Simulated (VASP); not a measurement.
Crystal: Al2W2O.

```
Al W O
1.0
     4.54744    0.00000    0.00000
     0.00000    4.54744    0.00000
     0.00000    0.00000    3.88337
Al W O
2 2 1
Cartesian
  2.2737 2.2737 0.0000
  2.2737 2.2737 1.9417
  0.0000 2.2737 0.0000
  2.2737 0.0000 0.0000
  0.0000 0.0000 0.0000
```

* Program: VASP 6.6.1
* Task: relaxation of cell and atoms
* Functional: PBE
* Potentials or basis: VASP PAW PBE potentials, release 64 (Al, W_sv, O)
* Cutoff: 600 eV
* k mesh: 4 × 4 × 4
* Occupations: gaussian, width 0.1 eV
* Spin: no spin polarisation

At the start: pressure 21.9 GPa; volume 16.06 Å³/atom.

Problem. Where does the relaxation end?

Solution. Over 8 steps the energy falls by 487.1 meV/atom and the volume is 19.73 Å³/atom (+22.9 %); space group P4/mmm (No. 123, to 0.05 Å).

Step by step:
```
step  energy change (eV)  largest force (eV/Å)  pressure (GPa)  volume (Å³)
   1              0.0000                0.0000           21.87        80.30
   2             -2.2456                0.0000           -6.97       106.98
   3             -2.3375                0.0000           -3.27       100.19
   4             -2.3397                0.0000           -4.05       101.42
   5             -2.3613                0.0000            4.72        95.76
   6             -2.4348                0.0000            0.27        98.32
   7             -2.4349                0.0000            0.37        98.25
   8             -2.4357                0.0000            0.11        98.66
```

Final structure:
```
Al W O
1.0
     4.54561    0.00000    0.00000
     0.00000    4.54561    0.00000
     0.00000    0.00000    4.77472
Al W O
2 2 1
Cartesian
  2.2728 2.2728 0.0000
  2.2728 2.2728 2.3874
  0.0000 2.2728 0.0000
  2.2728 0.0000 0.0000
  0.0000 0.0000 0.0000
```

Caveat: the k points lie up to 0.35 Å⁻¹ apart in the final cell; the volume moved by over 15 % at a fixed basis, so the end points are rough.
